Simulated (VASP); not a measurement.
A run of VASP 6.6.1 is set up as follows.

Contents of INCAR:

```
SYSTEM = As
  ALGO = Normal
  EDIFF = 1E-6
  ENCUT = 520
  GGA = RE
  ISIF = 2
  ISMEAR = -1
  LASPH = .True.
  LCHARG = .True.
  LELF = .True.
  LREAL = .False.
  LVHAR = .True.
  LWAVE = .False.
  NBANDS = 8
  NELM = 80
  PREC = Accurate
  SIGMA = 0.1
```

File KPOINTS:

```
k-points
0
Gamma
  14 14 14
  0 0 0
```

Contents of POSCAR:

```
As
1.0
    0.0000000000      2.0517575946      2.0517575946
    2.0517575946      0.0000000000      2.0517575946
    2.0517575946      2.0517575946      0.0000000000
As
1
Direct
    0.0000000000      0.0000000000      0.0000000000
```

Potentials or basis: VASP PAW PBE potentials, release 64 (As).

Run with:

```bash
$ cat potpaw_PBE.64/As/POTCAR > POTCAR
$ mpirun -np 1 vasp_std > vasp.out
```

**Question.** What does it give for the pressure?

**Answer.** 12.7 GPa.

Caveat: the PAW data sets were made with another functional, which shifts forces and pressure a little.
